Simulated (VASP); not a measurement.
A run of VASP 6.6.1 is set up as follows.

The input INCAR:

```
ALGO = Normal
EDIFF = 1E-6
ENCUT = 600
GGA = PE
GGA_COMPAT = F
ISIF = 2
ISMEAR = -1
KPAR = 4
LASPH = T
LCHARG = T
LREAL = F
LVHAR = T
LWAVE = F
NBANDS = 99
NELM = 120
PREC = Accurate
SIGMA = 0.1
```

The input KPOINTS:

```
k-points
0
Gamma
  6 6 3
```

POSCAR

```
Lu2ZrAgBi
1.0
    4.6892031690     -0.0000001740      0.0000000000
    2.3446014032     -4.8882895237      0.0000000000
    0.0000000000      0.0000000000    -11.2634736683
Lu Bi Ag Zr
4 2 2 2
Direct
    0.3343211026      0.3313577948      0.4118883550
    0.6656788974      0.6686422052      0.9118883550
    0.6656788974      0.6686422052      0.5881116450
    0.3343211026      0.3313577948      0.0881116450
    0.3085492044      0.3829015911      0.7500000000
    0.6914507956      0.6170984089      0.2500000000
    0.0000000000      0.0000000000      0.5000000000
    0.0000000000      0.0000000000      0.0000000000
    0.9963963743      0.0072072515      0.7500000000
    0.0036036257      0.9927927485      0.2500000000
```

Potentials or basis: VASP PAW PBE potentials, release 64 (Lu, Bi_d, Ag, Zr_sv).

Run with:

```console
$ cat potpaw_PBE.64/Lu/POTCAR potpaw_PBE.64/Bi_d/POTCAR potpaw_PBE.64/Ag/POTCAR potpaw_PBE.64/Zr_sv/POTCAR > POTCAR
$ mpirun -np 4 vasp_std > vasp.out
```

Estimate the band gap on the k mesh.

zero (bands 88 and 89 overlap by 0.27 eV).

Predict the largest force.

0.005 eV/Å.

What does it give for the pressure?

0.1 GPa.

Forces on the atoms (eV/Å):
```
Lu   0.000 -0.002  0.004
Lu   0.000  0.002  0.004
Lu   0.000  0.002 -0.004
Lu   0.000 -0.002 -0.004
Bi   0.000  0.003  0.000
Bi   0.000 -0.003  0.000
Ag   0.000  0.000  0.000
Ag   0.000  0.000  0.000
Zr   0.000 -0.002  0.000
Zr   0.000  0.002  0.000
```

Caveat: spin-orbit coupling is left out, which moves the levels of the heavy elements.
